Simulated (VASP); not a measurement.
# GaH (C2/c) in VASP: notebook

Runs on GaH. Level: PBE. Tasks: single point.

Program: VASP 6.6.1. These are calculated values, not measurements. Logs are shortened: lines on timing, memory, paths and dates and some standing lists are left out, and cuts for length are marked.

## 1. The cell of the first run

The structure is monoclinic, space group C2/c (No. 15). Conventional cell: a = 2.809 Å, b = 9.205 Å, c = 3.702 Å, α = 90.00°, β = 90.55°, γ = 90.00°. Ga (site symmetry 2) has 1 H at 1.75 Å within 2.3 Å. Within 2.3 Å of H (site symmetry 2) lie 1 Ga at 1.75 Å.

## 2. Single point, PBE

Contents of INCAR:

```
ALGO = Fast ; EDIFF = 1E-6
ENCUT = 520 ; GGA = PE
ISIF = 2 ; ISMEAR = 0
LASPH = T ; LCHARG = F
LREAL = F ; LWAVE = F
NBANDS = 22 ; NELM = 80
PREC = Accurate ; SIGMA = 0.1
```

Contents of KPOINTS:

```
k-points
0
Gamma
  14 14 10
```

Contents of POSCAR:

```
GaH
1.0
    1.4046389660     -4.6026975189      0.0155001411
    1.4046389660      4.6026975189      0.0155001411
   -0.0764118053      0.0000000000      3.7014819072
Ga H
2 2
Direct
    0.8829624598      0.1170375402      0.2500000000
    0.1170375402      0.8829624598      0.7500000000
    0.3067333699      0.6932666301      0.7500000000
    0.6932666301      0.3067333699      0.2500000000
```

Potentials or basis: VASP PAW PBE potentials, release 64 (Ga_d, H).

Launch:

```console
$ cat potpaw_PBE.64/Ga_d/POTCAR potpaw_PBE.64/H/POTCAR > POTCAR
$ mpirun -np 1 vasp_std > vasp.out
```

OUTCAR:

```text
EDIFF = 1E-6
   ENCUT = 520
   GGA = PE
   ISIF = 2
   ISMEAR = 0
   LASPH = T
   LREAL = F
   NELM = 80
   PREC = Accurate

 ion  position               nearest neighbor table
   1  0.883  0.117  0.250-   4 1.75   2 2.84   2 2.84
   2  0.117  0.883  0.750-   3 1.75   1 2.84   1 2.84
   3  0.307  0.693  0.750-   2 1.75
   4  0.693  0.307  0.250-   1 1.75

  LATTYP: Found a base centered monoclinic cell.
 ALAT       =     2.8094489703
 B/A-ratio  =     3.2765838195
 C/A-ratio  =     1.3177924100
 COS(beta)  =    -0.0096059751

  Lattice vectors:

 A1 = (   1.4046389660,  -4.6026975189,   0.0155001411)
 A2 = (   1.4046389660,   4.6026975189,   0.0155001411)
 A3 = (  -0.0764118053,   0.0000000000,   3.7014819072)

Analysis of symmetry for initial positions (statically):
=====================================================================
 Subroutine PRICEL returns:
 Original cell was already a primitive cell.

 Routine SETGRP: Setting up the symmetry group for a
 base centered monoclinic supercell.

 Subroutine GETGRP returns: Found  4 space group operations
 (whereof  2 operations were pure point group operations)
 out of a pool of  4 trial point group operations.

The static configuration has the point symmetry S_2 .
 The point group associated with its full space group is C_2h.

Analysis of symmetry for dynamics (positions and initial velocities):
=====================================================================
 Subroutine PRICEL returns:
 Original cell was already a primitive cell.

 Routine SETGRP: Setting up the symmetry group for a
 base centered monoclinic supercell.

 Subroutine GETGRP returns: Found  4 space group operations
 (whereof  2 operations were pure point group operations)
 out of a pool of  4 trial point group operations.

The dynamic configuration has the point symmetry S_2 .
 The point group associated with its full space group is C_2h.

 Subroutine INISYM returns: Found  4 space group operations
 (whereof  2 operations are pure point group operations),
 and found     1 'primitive' translations

----------------------------------------------------------------------------------------

                                     Primitive cell

  volume of cell :      47.8720

  direct lattice vectors                    reciprocal lattice vectors
     1.404638966 -4.602697519  0.015500141     0.355882285 -0.108631949  0.007346681
     1.404638966  4.602697519  0.015500141     0.355882285  0.108631949  0.007346681
    -0.076411805  0.000000000  3.701481907    -0.002980550  0.000000000  0.270100537

  length of vectors
     4.812283796  4.812283796  3.702270529     0.372165387  0.372165387  0.270116982

  position of ions in fractional coordinates (direct lattice)
     0.882962460  0.117037540  0.250000000
     0.117037540  0.882962460  0.750000000
     0.306733370  0.693266630  0.750000000
     0.693266630  0.306733370  0.250000000

  ion indices of the primitive-cell ions
   primitive index   ion index
                 1           1
                 2           2
                 3           3
                 4           4

----------------------------------------------------------------------------------------

 KPOINTS: k-points

Automatic generation of k-mesh.
 Grid dimensions read from file:
 generate k-points for:   14   14   10

 Generating k-lattice:

  Cartesian coordinates                     Fractional coordinates (reciprocal lattice)
     0.025420163 -0.007759425  0.000524763     0.071428571  0.000000000  0.000000000
     0.025420163  0.007759425  0.000524763     0.000000000  0.071428571  0.000000000
    -0.000298055  0.000000000  0.027010054     0.000000000  0.000000000  0.100000000

  Length of vectors
     0.026583242  0.026583242  0.027011698

  Shift w.r.t. Gamma in fractional coordinates (k-lattice)
     0.000000000  0.000000000  0.000000000

 Subroutine IBZKPT returns following result:
 ===========================================

 Found    534 irreducible k-points:

 Following reciprocal coordinates:
            Coordinates               Weight
  0.000000  0.000000  0.000000      1.000000
  0.071429  0.000000  0.000000      4.000000
  0.142857  0.000000  0.000000      4.000000
  0.214286 -0.000000 -0.000000      4.000000
  0.285714  0.000000 -0.000000      4.000000
  0.357143  0.000000 -0.000000      4.000000
[... 16 lines left out ...]
  0.214286  0.142857 -0.000000      4.000000
  0.285714  0.142857 -0.000000      4.000000
 [... further k-points ...]
   k-points           NKPTS =    534   k-points in BZ     NKDIM =    534   number of bands    NBANDS=     22
   number of dos      NEDOS =    301   number of ions     NIONS =      4
   total plane-waves  NPLWV =  36288
   dimension x,y,z NGX =    36 NGY =   36 NGZ =   28
   dimension x,y,z NGXF=    72 NGYF=   72 NGZF=   56
   ions per type =               2   2
   NGX,Y,Z   is equivalent  to a cutoff of  12.44, 12.44, 12.57 a.u.
   NGXF,Y,Z  is equivalent  to a cutoff of  24.87, 24.87, 25.15 a.u.
 SYSTEM =  unknown system
   PREC   = accura    normal or accurate (medium, high low for compatibility)
   ISTART =      0    job   : 0-new  1-cont  2-samecut
   ICHARG =      2    charge: 1-file 2-atom 10-const
   ISPIN  =      1    spin polarized calculation?
   LNONCOLLINEAR =      F non collinear calculations
   LSORBIT =      F    spin-orbit coupling
   LASPH  =      T    aspherical Exc in radial PAW
   ENCUT  =  520.0 eV  38.22 Ry    6.18 a.u.   8.95  8.95  6.88*2*pi/ulx,y,z
   NELM   =     80;   NELMIN=  2; NELMDL= -5     # of ELM steps
   EDIFF  = 0.1E-05   stopping-criterion for ELM
   LREAL  =      F    real-space projection
   EDIFFG = 0.1E-04   stopping-criterion for IOM
   NSW    =      0    number of steps for IOM
   IBRION =     -1    ionic relax: 0-MD 1-quasi-New 2-CG
   NFREE  =      0    steps in history (QN), initial steepest desc. (CG)
   ISIF   =      2    stress and relaxation
   ISYM   =      2    0-nonsym 1-usesym 2-fastsym
   POTIM  = 0.5000    time-step for ionic-motion
   TEBEG  =    0.0;   TEEND  =   0.0 temperature during run
   PSTRESS=    0.0 pullay stress
   NELECT =      28.0000    total number of electrons
   NUPDOWN=      -1.0000    fix difference up-down
   EMIN   =  10.00;   EMAX   =-10.00  energy-range for DOS
   EFERMI =   0.00;   METHOD = LEGACY
   ISMEAR =     0;   SIGMA  =   0.10  broadening in eV -4-tet -1-fermi 0-gaus
   EFERMI_NEDOS =   21; number of points for ismear=-14 and -15
   IALGO  =     68    algorithm
   IMIX   =      4    mixing-type and parameters
     AMIX     =   0.40;   BMIX     =  1.00
     AMIX_MAG =   1.60;   BMIX_MAG =  1.00
  volume/ion in A,a.u.               =      11.97        80.76
  Fermi-wavevector in a.u.,A,eV,Ry     =   1.369095  2.587215 25.503051  1.874421
  Thomas-Fermi vector in A             =   2.495001
   LORBIT       =      0    0 simple, 1 ext, 2 COOP (PROOUT), +10 PAW based schemes
   GGA     = PE    functional components
   LHFCALC =     F    Hartree Fock is set to
   AEXX    =    0.0000 exact exchange contribution
   IVDW    =     0    specifies the selected vdW correction
   LEPSILON=     F    determine dielectric tensor
   LRPA    =     F    only Hartree local field effects (RPA)
 non-spin polarized calculation
 RMM-DIIS sequential band-by-band and
 Gauss-broadening in eV      SIGMA  =   0.10
  energy-cutoff  :      520.00
  volume of cell :       47.87
 maximum number of plane-waves:      1306
   NGX = 17   NGY = 17   NGZ = 13

 number of electron      28.0000001 magnetization

 Free energy of the ion-electron system (eV)
  ---------------------------------------------------
  ext. energy  EPLUGINS =         0.00000000
  ---------------------------------------------------
  free energy    TOTEN  =       -11.23805653 eV

  energy without entropy =      -11.23492487  energy(sigma->0) =      -11.23649070

 E-fermi :   4.2698     XC(G=0): -10.4764

 val. band max:        4.2674588258   @ k =  -0.0000  -0.0000   0.5000
 cond. band min:       4.2910131501   @ k =  -0.0714   0.5000   0.4000
 fundamental gap:      0.0235543243
 Fermi energy:         4.2698481137

 k-point     1 :       0.0000    0.0000    0.0000
  band No.  band energies     occupation
      1     -10.8505      2.00000
      2     -10.8187      2.00000
      3     -10.7800      2.00000
      4     -10.7720      2.00000
      5     -10.5855      2.00000
      6     -10.5805      2.00000
[... 14 lines left out ...]
     21      14.2271      0.00000
     22      15.9216      0.00000

 k-point     2 :       0.0714    0.0000    0.0000
  band No.  band energies     occupation
      1     -10.8363      2.00000
      2     -10.8089      2.00000
      3     -10.7694      2.00000
      4     -10.7685      2.00000
      5     -10.5887      2.00000
      6     -10.5860      2.00000
[... 14 lines left out ...]
     21      14.3945      0.00000
     22      17.2280      0.00000

 k-point     3 :       0.1429    0.0000    0.0000
  band No.  band energies     occupation
      1     -10.7969      2.00000
      2     -10.7904      2.00000
      3     -10.7618      2.00000
      4     -10.7277      2.00000
      5     -10.6112      2.00000
      6     -10.5885      2.00000
[... 14 lines left out ...]
     21      14.8803      0.00000
     22      18.7588      0.00000

 k-point     4 :       0.2143   -0.0000   -0.0000
  band No.  band energies     occupation
      1     -10.7714      2.00000
      2     -10.7510      2.00000
      3     -10.7414      2.00000
      4     -10.6635      2.00000
      5     -10.6433      2.00000
      6     -10.6071      2.00000
[... 14 lines left out ...]
     21      15.6270      0.00000
     22      17.9267      0.00000

 k-point     5 :       0.2857    0.0000   -0.0000
  band No.  band energies     occupation
      1     -10.7520      2.00000
      2     -10.7398      2.00000
      3     -10.6851      2.00000
      4     -10.6784      2.00000
      5     -10.6344      2.00000
      6     -10.6324      2.00000
[... 14 lines left out ...]
     21      16.4777      0.00000
     22      16.7096      0.00000

 k-point     6 :       0.3571    0.0000   -0.0000
  band No.  band energies     occupation
      1     -10.7344      2.00000
      2     -10.7319      2.00000
      3     -10.7090      2.00000
      4     -10.6721      2.00000
      5     -10.6529      2.00000
      6     -10.6378      2.00000
[... 14 lines left out ...]
     21      15.1776      0.00000
     22      15.2230      0.00000

 k-point     7 :       0.4286   -0.0000   -0.0000
  band No.  band energies     occupation
      1     -10.7344      2.00000
      2     -10.7250      2.00000
      3     -10.7213      2.00000
      4     -10.6915      2.00000
      5     -10.6640      2.00000
      6     -10.6368      2.00000
[... 324 lines left out ...]
      6     -10.5891      2.00000
[... 14 lines left out ...]
     21      14.9893      0.00000
     22      16.8862      0.00000

 k-point    21 :      -0.0714    0.0714    0.0000
  band No.  band energies     occupation
      1     -10.8518      2.00000
      2     -10.8170      2.00000
      3     -10.7772      2.00000
      4     -10.7693      2.00000
      5     -10.5872      2.00000
      6     -10.5817      2.00000
[... 14 lines left out ...]
     21      14.5529      0.00000
     22      15.7111      0.00000

 k-point    22 :       0.1429    0.1429   -0.0000
  band No.  band energies     occupation
      1     -10.7598      2.00000
      2     -10.7470      2.00000
      3     -10.6868      2.00000
      4     -10.6727      2.00000
      5     -10.6377      2.00000
      6     -10.6198      2.00000
[... 14 lines left out ...]
     21      15.4187      0.00000
     22      17.0896      0.00000

 k-point    23 :       0.2143    0.1429   -0.0000
  band No.  band energies     occupation
      1     -10.7436      2.00000
      2     -10.7417      2.00000
      3     -10.6968      2.00000
      4     -10.6787      2.00000
      5     -10.6620      2.00000
      6     -10.6137      2.00000
[... 14 lines left out ...]
     21      15.4023      0.00000
     22      16.1303      0.00000

 k-point    24 :       0.2857    0.1429   -0.0000
  band No.  band energies     occupation
      1     -10.7469      2.00000
      2     -10.7276      2.00000
      3     -10.7061      2.00000
      4     -10.6957      2.00000
      5     -10.6756      2.00000
      6     -10.6230      2.00000
[... 14 lines left out ...]
     21      14.4455      0.00000
     22      15.3062      0.00000

 [... further k-points ...]

------------------------ aborting loop because EDIFF is reached ----------------------------------------

  FORCE on cell =-STRESS in cart. coord.  units (eV):
  Direction    XX          YY          ZZ          XY          YZ          ZX
  --------------------------------------------------------------------------------------
  -------------------------------------------------------------------------------------
  Total        0.0112657      0.0197677     -0.0207090      0.0000000      0.0000000      0.0007408
  in kB        0.3770382      0.6615843     -0.6930860      0.0000000      0.0000000      0.0247922
  external PRESSURE =       0.1151788 kB  Pullay stress =       0.0000000 kB

 VOLUME and BASIS-vectors are now :
 -----------------------------------------------------------------------------
  energy-cutoff  :      520.00
  volume of cell :       47.87
      direct lattice vectors                 reciprocal lattice vectors
     1.404638966 -4.602697519  0.015500141     0.355882285 -0.108631949  0.007346681
     1.404638966  4.602697519  0.015500141     0.355882285  0.108631949  0.007346681
    -0.076411805  0.000000000  3.701481907    -0.002980550  0.000000000  0.270100537

 POSITION                                       TOTAL-FORCE (eV/Angst)
 -----------------------------------------------------------------------------------
      1.38554     -3.52532      0.94087         0.000000     -0.003590     -0.000000
      1.34733      3.52532      2.79161         0.000000      0.003590      0.000000
      1.34733      1.77910      2.79161        -0.000000     -0.006649      0.000000
      1.38554     -1.77910      0.94087         0.000000      0.006649     -0.000000
 -----------------------------------------------------------------------------------
    total drift:                                0.000000     -0.000000      0.000000

  FREE ENERGIE OF THE ION-ELECTRON SYSTEM (eV)
  ---------------------------------------------------
  free  energy   TOTEN  =       -11.2380565287 eV

  energy  without entropy=      -11.2349248723  energy(sigma->0) =      -11.23649070
```

Wall time 4.6 min (1 thread of Intel Xeon 6975P-C (Granite Rapids), shared host); peak memory 0.55 GiB.

Results:

```
Free energy            : -11.2381 eV
Pressure               : 0.0 GPa
Largest force          : 0.007 eV/Å
Band gap on the k mesh : zero (bands 14 and 15 overlap by 3.59 eV)
```

Forces in eV/Å, atoms in the order of the input:
```
Ga   0.000 -0.004  0.000
Ga   0.000  0.004  0.000
H    0.000 -0.007  0.000
H    0.000  0.007  0.000
```

## 3. Single point, PBE

This run uses another cell than the first one, of 12.33 Å³/atom.

Contents of INCAR:

```
PREC     = Accurate       # precision mode
ENCUT    = 520            # plane-wave cutoff, eV
EDIFF    = 1E-6           # SCF threshold, eV
ISMEAR   = 0              # smearing method
SIGMA    = 0.1            # smearing width, eV
LREAL    = F              # projectors in reciprocal space
LASPH    = T              # aspherical terms in the spheres
NELM     = 100            # most SCF steps
ALGO     = Fast           # electronic algorithm
ISIF     = 2              # what is computed and relaxed
LWAVE    = F              # write WAVECAR
LCHARG   = F              # write CHGCAR
GGA      = PE             # functional
NBANDS   = 22             # bands
```

Contents of KPOINTS:

```
Automatic mesh
0
Gamma
  14 14 10
```

Contents of POSCAR:

```
GaH
1.0
    1.3793169858     -5.0201614096      0.0253050492
    1.3793169858      5.0201614096      0.0253050492
   -0.0571532425      0.0000000000      3.5594797879
Ga H
2 2
Direct
    0.8794249448      0.1205750552      0.2500000000
    0.1205750552      0.8794249448      0.7500000000
    0.7976215348      0.2023784652      0.7500000000
    0.2023784652      0.7976215348      0.2500000000
```

Potentials or basis: VASP PAW PBE potentials, release 64 (Ga_d, H).

Launch:

```console
$ cat potpaw_PBE.64/Ga_d/POTCAR potpaw_PBE.64/H/POTCAR > POTCAR
$ mpirun -np 1 vasp_std > vasp.out
```

It took 5.2 min on 1 thread of Intel Xeon 6975P-C (Granite Rapids), shared host; peak memory 0.58 GiB.

The run converged. Its results:

| Quantity | Value |
| --- | --- |
| Free energy | -11.2245 eV |
| Pressure | 0.0 GPa |
| Largest force | 0.008 eV/Å |
| Band gap on the k mesh | zero (bands 14 and 15 overlap by 3.32 eV) |

Forces on the atoms (eV/Å):
```
Ga   0.000 -0.008  0.000
Ga   0.000  0.008  0.000
H    0.000  0.000  0.000
H    0.000  0.000  0.000
```

Levels at points of the mesh, in eV from the Fermi level:
```csv
k point,band 12,band 13,band 14,band 15,band 16,band 17
"(0.00, 0.00, 0.00)",-5.45,-4.51,-0.55,1.26,5.95,6.93
"(0.50, 0.00, 0.00)",-6.11,-2.17,-2.07,1.78,3.94,5.19
"(0.50, 0.50, 0.00)",-8.64,-0.59,1.31,2.37,2.65,3.02
"(0.00, 0.00, 0.50)",-8.31,-3.06,-3.06,-0.45,-0.45,10.21
"(0.50, 0.00, 0.50)",-4.60,-2.40,-2.38,0.05,0.07,2.34
"(0.50, 0.50, 0.50)",-7.56,-5.62,-5.62,4.66,4.66,6.16
```
